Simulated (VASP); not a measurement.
Write the native input for VASP 6.6.1 that does the following.

- Task: single point
- Functional: PBE
- Potentials or basis: VASP PAW PBE potentials, release 64 (Ta_pv, Ru_pv)
- Cutoff: 520 eV
- k mesh: 6 × 6 × 2
- Occupations: gaussian, width 0.1 eV
- Spin: no spin polarisation
- Dipole correction: no
- Further INCAR settings: ALGO = Normal; EDIFF = 1e-06; NBANDS = 44

The structure of Ta5Ru lies in POSCAR:

```
Ta5Ru
1.0
    3.2396557000      0.0000000000      0.0000000000
    0.0000000000      3.2396557000      0.0000000000
    0.0000000000      0.0000000000      9.9719352000
Ta Ru
5 1
Direct
    0.0000000000      0.0000000000      0.1698730000
    0.5000000000      0.5000000000      0.3413100000
    0.5000000000      0.5000000000      0.6586900000
    0.0000000000      0.0000000000      0.8301270000
    0.5000000000      0.5000000000      0.0000000000
    0.0000000000      0.0000000000      0.5000000000
```

The input as run:

INCAR

```
SYSTEM = Ta5Ru
PREC     = Accurate       ! precision mode
ENCUT    = 520            ! plane-wave cutoff, eV
EDIFF    = 1E-6           ! SCF threshold, eV
ISMEAR   = 0              ! smearing method
SIGMA    = 0.1            ! smearing width, eV
LREAL    = .FALSE.        ! projectors in reciprocal space
LASPH    = .TRUE.         ! aspherical terms in the spheres
NELM     = 80             ! most SCF steps
ALGO     = Normal         ! electronic algorithm
ISIF     = 2              ! what is computed and relaxed
LWAVE    = .FALSE.        ! write WAVECAR
LCHARG   = .FALSE.        ! write CHGCAR
GGA      = PE             ! functional
NBANDS   = 44             ! bands
```

KPOINTS

```
Automatic mesh
0
G
  6 6 2
  0 0 0
```

Potentials or basis: VASP PAW PBE potentials, release 64 (Ta_pv, Ru_pv).

Command:

```console
$ cat potpaw_PBE.64/Ta_pv/POTCAR potpaw_PBE.64/Ru_pv/POTCAR > POTCAR
$ mpirun -np 1 vasp_std > vasp.out
```

It gave:

```yaml
Pressure: 0.6 GPa
Largest_force: 0.043 eV/Å
Band_gap_on_the_k_mesh: zero (an odd number of electrons rules out a gap without spin polarisation)
```

Caveat: spin-orbit coupling is left out, which moves the levels of the heavy elements.

Wall time 75 s on 1 thread of Intel(R) Xeon(R) Platinum 8488C (Sapphire Rapids), on a shared host, peak memory 0.24 GiB.
